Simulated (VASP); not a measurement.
Set up this calculation in VASP 6.6.1, as the native input.

```
Task                   : single point
Functional             : PBE
Potentials or basis    : VASP PAW PBE potentials, release 64 (Co, Cl, O)
Cutoff                 : 520 eV
k mesh                 : 4 × 4 × 7
Occupations            : fermi-dirac, width 0.05 eV
Spin                   : collinear spin, ferromagnetic start
Starting moments       : [2.5, 0.0, 0.0, 0.0, 0.0] μB
Fixed moment           : 2.5 μB
Dipole correction      : no
Further INCAR settings : ALGO = Normal; EDIFF = 1e-06; NBANDS = 30
```

The structure of CoCl2O2 lies in POSCAR:

```
CoCl2O2
1.0
    3.5808710000     -3.9269530000      0.0000000000
    3.5808710000      3.9269530000      0.0000000000
   -0.4203970000      0.0000000000      3.4576140000
Co Cl O
1 2 2
Direct
    0.0000000000      0.0000000000      0.0000000000
    0.7655230000      0.7655230000      0.4279410000
    0.2344770000      0.2344770000      0.5720590000
    0.7918370000      0.2081630000      0.0000000000
    0.2081630000      0.7918370000      0.0000000000
```

The input as run:

INCAR

```
ALGO = Normal
EDIFF = 1E-6
ENCUT = 520
GGA = PE
ISIF = 2
ISMEAR = -1
ISPIN = 2
LASPH = True
LCHARG = False
LMAXMIX = 4
LORBIT = 11
LREAL = False
LWAVE = False
MAGMOM = 2.5 0 0 0 0
NBANDS = 30
NELM = 150
NUPDOWN = 2.5
PREC = Accurate
SIGMA = 0.05
```

KPOINTS

```
k-points
0
Gamma
  4 4 7
```

Potentials or basis: VASP PAW PBE potentials, release 64 (Co, Cl, O).

Command:

```sh
$ cat potpaw_PBE.64/Co/POTCAR potpaw_PBE.64/Cl/POTCAR potpaw_PBE.64/O/POTCAR > POTCAR
$ mpirun -np 1 vasp_std > vasp.out
```

Results of the run:

| Property | Result |
| --- | --- |
| Pressure | 0.3 GPa |
| Largest force | 0.880 eV/Å |
| Net moment | 2.50 μB per cell |
| Site moments | Co +1.07; Cl +0.16; O +0.41 μB |
| Valence electrons inside the program's atomic spheres | Co 8.53; Cl 5.01; O 4.81 |

Caveat: the stress differs along the axes, from -2 to 5 GPa; the total moment is fixed, so each spin has its own Fermi level and the state may be an excited one; a cell with one magnetic atom can't hold antiferromagnetic order, which such compounds often take.

Wall time 110 s on 1 thread of Intel(R) Xeon(R) 6975P-C (Granite Rapids) (shared host), peak memory 0.33 GiB.
